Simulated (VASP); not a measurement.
# Rb2Tl6Sn (Fm-3m) in VASP: further runs, part 2 of 2

VASP 6.6.1.

## 3. Single point, PBEsol

INCAR

```
PREC = Accurate
ENCUT = 520
EDIFF = 1E-6
ISMEAR = -5
SIGMA = 0.1
LREAL = F
LASPH = T
NELM = 100
ALGO = Normal
ISIF = 2
LWAVE = F
LCHARG = F
GGA = PS
NBANDS = 65
```

KPOINTS

```
Automatic mesh
0
Gamma
  3 3 3
```

POSCAR

```
Rb2Tl6Sn
1.0
    0.0000000000      5.2254420000      5.2254420000
    5.2254420000      0.0000000000      5.2254420000
    5.2254420000      5.2254420000      0.0000000000
Tl Sn Rb
6 1 2
Direct
    0.7453500000      0.2546500000      0.2546500000
    0.2546500000      0.7453500000      0.2546500000
    0.2546500000      0.7453500000      0.7453500000
    0.7453500000      0.2546500000      0.7453500000
    0.2546500000      0.2546500000      0.7453500000
    0.7453500000      0.7453500000      0.2546500000
    0.5000000000      0.5000000000      0.5000000000
    0.2500000000      0.2500000000      0.2500000000
    0.7500000000      0.7500000000      0.7500000000
```

Potentials or basis: VASP PAW PBE potentials, release 64 (Tl_d, Sn_d, Rb_sv).

The run is started by

```bash
$ cat potpaw_PBE.64/Tl_d/POTCAR potpaw_PBE.64/Sn_d/POTCAR potpaw_PBE.64/Rb_sv/POTCAR > POTCAR
$ mpirun -np 1 vasp_std > vasp.out
```

Wall time 90 s (1 thread of AMD EPYC 7R13 (Zen 3), shared host); peak memory 0.43 GiB.

The run converged. Its results:

| Property | Result |
| --- | --- |
| Free energy | -18.0007 eV |
| Pressure | 9.3 GPa |
| Largest force | 3.652 eV/Å |
| Band gap on the k mesh | zero (band 55 reaches 4.86 eV, above the bottom of band 56 at 3.75 eV) |

Forces in eV/Å, atoms in the order of the input:
```
Tl  -3.652  0.000  0.000
Tl   0.000 -3.652  0.000
Tl   3.652  0.000  0.000
Tl   0.000  3.652  0.000
Tl   0.000  0.000 -3.652
Tl   0.000  0.000  3.652
Sn   0.000  0.000  0.000
Rb   0.000  0.000  0.000
Rb   0.000  0.000  0.000
```

Levels at points of the mesh, in eV from the Fermi level:
| k point | band 53 | band 54 | band 55 | band 56 | band 57 | band 58 |
| --- | --- | --- | --- | --- | --- | --- |
| (0.00, 0.00, 0.00) | -1.61 | -0.92 | -0.92 | -0.92 | 2.54 | 3.23 |

Caveat: the PAW data sets were made with another functional, which shifts forces and pressure a little; spin-orbit coupling is left out, which moves the levels of the heavy elements; tetrahedron occupations give inexact forces and stress in metals.

## 4. Single point, PBE

INCAR

```
PREC     = Accurate       # precision mode
ENCUT    = 520            # plane-wave cutoff, eV
EDIFF    = 1E-6           # SCF threshold, eV
ISMEAR   = 1              # smearing method
SIGMA    = 0.005          # smearing width, eV
LREAL    = False          # projectors in reciprocal space
LASPH    = True           # aspherical terms in the spheres
NELM     = 80             # most SCF steps
ALGO     = Normal         # electronic algorithm
ISIF     = 2              # what is computed and relaxed
LWAVE    = False          # write WAVECAR
LCHARG   = False          # write CHGCAR
GGA      = PE             # functional
NBANDS   = 65             # bands
```

KPOINTS is that of step 3.

POSCAR is that of step 3.

Potentials or basis: VASP PAW PBE potentials, release 64 (Tl_d, Sn_d, Rb_sv).

The run is started by

```bash
$ cat potpaw_PBE.64/Tl_d/POTCAR potpaw_PBE.64/Sn_d/POTCAR potpaw_PBE.64/Rb_sv/POTCAR > POTCAR
$ mpirun -np 1 vasp_std > vasp.out
```

OUTCAR:

```text
PREC = Accurate
   ENCUT = 520
   EDIFF = 1E-6
   ISMEAR = 1
   LREAL = False
   LASPH = True
   NELM = 80
   ISIF = 2
   GGA = PE

 ion  position               nearest neighbor table
   1  0.745  0.255  0.255-   7 2.56   4 3.63   5 3.63   6 3.63   2 3.63   8 3.70   8 3.70   9 3.70
                             9 3.70   4 3.76   5 3.76   6 3.76   2 3.76
   2  0.255  0.745  0.255-   7 2.56   3 3.63   5 3.63   6 3.63   1 3.63   8 3.70   8 3.70   9 3.70
                             9 3.70   5 3.76   1 3.76   6 3.76   3 3.76
[... 477 lines left out ...]
  in kB      117.7230251    117.7230251    117.7230251     -0.0000000      0.0000000      0.0000000
  external PRESSURE =     117.7230251 kB  Pullay stress =       0.0000000 kB

 VOLUME and BASIS-vectors are now :
 -----------------------------------------------------------------------------
  energy-cutoff  :      520.00
  volume of cell :      285.36
      direct lattice vectors                 reciprocal lattice vectors
     0.000000000  5.225442000  5.225442000    -0.095685686  0.095685686  0.095685686
     5.225442000  0.000000000  5.225442000     0.095685686 -0.095685686  0.095685686
     5.225442000  5.225442000  0.000000000     0.095685686  0.095685686 -0.095685686

 POSITION                                       TOTAL-FORCE (eV/Angst)
 -----------------------------------------------------------------------------------
      2.66132      5.22544      5.22544        -3.880438     -0.000000     -0.000000
      5.22544      2.66132      5.22544        -0.000000     -3.880438     -0.000000
      7.78957      5.22544      5.22544         3.880438     -0.000000     -0.000000
      5.22544      7.78957      5.22544        -0.000000      3.880438     -0.000000
      5.22544      5.22544      2.66132        -0.000000     -0.000000     -3.880438
      5.22544      5.22544      7.78957        -0.000000     -0.000000      3.880438
      5.22544      5.22544      5.22544        -0.000000     -0.000000     -0.000000
      2.61272      2.61272      2.61272        -0.000000     -0.000000     -0.000000
      7.83816      7.83816      7.83816        -0.000000     -0.000000      0.000000
 -----------------------------------------------------------------------------------
    total drift:                               -0.000000     -0.000000      0.000000

  FREE ENERGIE OF THE ION-ELECTRON SYSTEM (eV)
  ---------------------------------------------------
  free  energy   TOTEN  =       -14.3316687509 eV

  energy  without entropy=      -14.3312102905  energy(sigma->0) =      -14.33151593
```

It took 84 s on 1 thread of AMD EPYC 7R13 (Zen 3), shared host; peak memory 0.43 GiB.

What came out:

* Free energy: -14.3317 eV
* Pressure: 11.8 GPa
* Largest force: 3.880 eV/Å
* Band gap on the k mesh: zero (band 55 reaches 5.05 eV, above the bottom of band 56 at 3.94 eV)

Forces in eV/Å, atoms in the order of the input:
```
Tl  -3.880  0.000  0.000
Tl   0.000 -3.880  0.000
Tl   3.880  0.000  0.000
Tl   0.000  3.880  0.000
Tl   0.000  0.000 -3.880
Tl   0.000  0.000  3.880
Sn   0.000  0.000  0.000
Rb   0.000  0.000  0.000
Rb   0.000  0.000  0.000
```

Caveat: spin-orbit coupling is left out, which moves the levels of the heavy elements; forces of over 1 eV/Å act on the atoms, so gaps and moduli don't describe the material at rest.

## 5. Overview

```csv
level,smearing,gap on the mesh (eV),pressure (GPa),largest force (eV/Å)
PBE,tetrahedron,none,11.9,3.90
PBEsol,tetrahedron,none,9.3,3.65
PBE,methfessel-paxton 0.005 eV,none,11.8,3.88
```

Alike in all rows: task single point; potentials or basis VASP PAW PBE potentials, release 64 (Tl_d, Sn_d, Rb_sv); no spin polarisation; cell as given; k mesh 3 × 3 × 3; cutoff (eV) 520.

Every run on the cell as given and a fine mesh finds a metal. The pressure there spans 9.3 GPa (PBEsol) to 11.9 GPa (PBE); a positive pressure means that this level wants a larger cell, a negative one a smaller.

Caveats: spin-orbit coupling is left out, which moves the levels of the heavy elements; forces of over 1 eV/Å act on the atoms, so gaps and moduli don't describe the material at rest (some runs); tetrahedron occupations give inexact forces and stress in metals (some runs); the PAW data sets were made with another functional, which shifts forces and pressure a little (some runs).

Absolute energies hang on the potentials; compare differences alone.
